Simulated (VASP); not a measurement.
Here is a VASP 6.6.1 calculation.

INCAR

```
SYSTEM = SiC
  ALGO = Normal
  EDIFF = 1E-6
  ENCUT = 520
  GGA = PS
  ISIF = 2
  ISMEAR = 0
  LASPH = .TRUE.
  LCHARG = .FALSE.
  LREAL = .FALSE.
  LWAVE = .FALSE.
  NBANDS = 11
  NELM = 100
  PREC = Accurate
  SIGMA = 0.05
```

The input KPOINTS:

```
k-points
0
G
  12 12 12
  0 0 0
```

The input POSCAR:

```
SiC
1.0
    0.0000000000      2.1639211883      2.1639211883
    2.1639211883      0.0000000000      2.1639211883
    2.1930619937      2.1930619937     -0.0291408053
Si C
1 1
Direct
    0.0000000000      0.0000000000      0.0000000000
    0.7500000000      0.7500000000      0.7500000000
```

Potentials or basis: VASP PAW PBE potentials, release 64 (Si, C).

Launch:

```bash
$ cat potpaw_PBE.64/Si/POTCAR potpaw_PBE.64/C/POTCAR > POTCAR
$ mpirun -np 1 vasp_std > vasp.out
```

Problem. Estimate the largest force.

Solution. 0.179 eV/Å.

Problem. Predict the band gap on the k mesh.

Solution. 1.19 eV, indirect (least direct gap 4.33 eV).

Problem. What does it give for the pressure?

Solution. 0.5 GPa.

Forces in eV/Å, atoms in the order of the input:
```
Si   0.103  0.103 -0.103
C   -0.103 -0.103  0.103
```

Caveat: the PAW data sets were made with another functional, which shifts forces and pressure a little. A k mesh can miss the band edges.
